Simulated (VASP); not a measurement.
Wanted: the native input for a VASP 6.6.1 run.

```yaml
Task: single point
Functional: PBEsol
Potentials_or_basis: VASP PAW PBE potentials, release 64 (Al, P)
Cutoff: 500 eV
k_mesh: 8 × 8 × 8
Occupations: gaussian, width 0.01 eV
Spin: no spin polarisation
Dipole_correction: no
Further_INCAR_settings: ALGO = Normal; EDIFF = 1e-06; NBANDS = 11
```

The structure of AlP lies in POSCAR:

```
AlP
1.0
    0.0000000000      2.7250333476      2.7250333476
    2.7250333476      0.0000000000      2.7250333476
    2.7250333476      2.7250333476      0.0000000000
Al P
1 1
Direct
    0.0000000000      0.0000000000      0.0000000000
    0.7500000000      0.7500000000      0.7500000000
```

One way to write it, as run:

INCAR

```
SYSTEM = AlP
PREC = Accurate
ENCUT = 500
EDIFF = 1E-6
ISMEAR = 0
SIGMA = 0.01
LREAL = .False.
LASPH = .True.
NELM = 120
ALGO = Normal
ISIF = 2
LWAVE = .False.
LCHARG = .False.
GGA = PS
NBANDS = 11
GGA_COMPAT = .False.
```

KPOINTS

```
Automatic mesh
0
Gamma
  8 8 8
  0 0 0
```

Potentials or basis: VASP PAW PBE potentials, release 64 (Al, P).

Launch:

```sh
$ cat potpaw_PBE.64/Al/POTCAR potpaw_PBE.64/P/POTCAR > POTCAR
$ mpirun -np 1 vasp_std > vasp.out
```

Results of the run:

The pressure is 1.0 GPa and the band gap on the k mesh is 1.43 eV (least direct gap 3.25 eV).

Caveat: the PAW data sets were made with another functional, which shifts forces and pressure a little.

It took 11 s on 1 thread of Intel(R) Xeon(R) Platinum 8375C CPU @ 2.90GHz (Ice Lake), with other jobs on the host, peak memory 0.15 GiB.
